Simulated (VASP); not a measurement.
A run of VASP 6.6.1 is set up as follows.

The input POSCAR:

```
MgO
1.0
    0.0000000000      2.1021680256      2.1021680256
    2.1021680256      0.0000000000      2.1021680256
    2.1021680256      2.1021680256      0.0000000000
Mg O
1 1
Direct
    0.0000000000      0.0000000000      0.0000000000
    0.5000000000      0.5000000000      0.5000000000
```

INCAR.step1

```
SYSTEM = MgO
  PREC = Accurate
  ENCUT = 520
  EDIFF = 1E-5
  ISMEAR = 0
  SIGMA = 0.01
  LREAL = .FALSE.
  LASPH = .TRUE.
  NELM = 120
  ALGO = Normal
  ISIF = 2
  LWAVE = .TRUE.
  LCHARG = .FALSE.
  GGA = PE
  NBANDS = 11
  GGA_COMPAT = .FALSE.
```

The input INCAR.step2:

```
SYSTEM = MgO
  PREC = Accurate
  ENCUT = 520
  EDIFF = 1E-6
  ISMEAR = 0
  SIGMA = 0.01
  LREAL = .FALSE.
  LASPH = .TRUE.
  NELM = 120
  ALGO = Normal
  ISIF = 2
  LWAVE = .FALSE.
  LCHARG = .FALSE.
  GGA = PE
  LHFCALC = .TRUE.
  HFSCREEN = 0.2079
  PRECFOCK = Normal
  ISTART = 1
  NBANDS = 11
  GGA_COMPAT = .FALSE.
```

KPOINTS

```
regular mesh
0
G
  4 4 4
  0 0 0
```

Potentials or basis: VASP PAW PBE potentials, release 64 (Mg, O).

Launch:

```bash
$ cat potpaw_PBE.64/Mg/POTCAR potpaw_PBE.64/O/POTCAR > POTCAR
$ cp INCAR.step1 INCAR
$ mpirun -np 1 vasp_std > vasp.out
$ cp INCAR.step2 INCAR
$ mpirun -np 1 vasp_std > vasp.out
```

Task: What does it give for the pressure?

Result: -0.6 GPa.

Task: What does it give for the band gap on the k mesh?

Result: 6.51 eV.

Caveat: the k points lie up to 0.65 Å⁻¹ apart; the PAW data sets were made with another functional, which shifts forces and pressure a little.
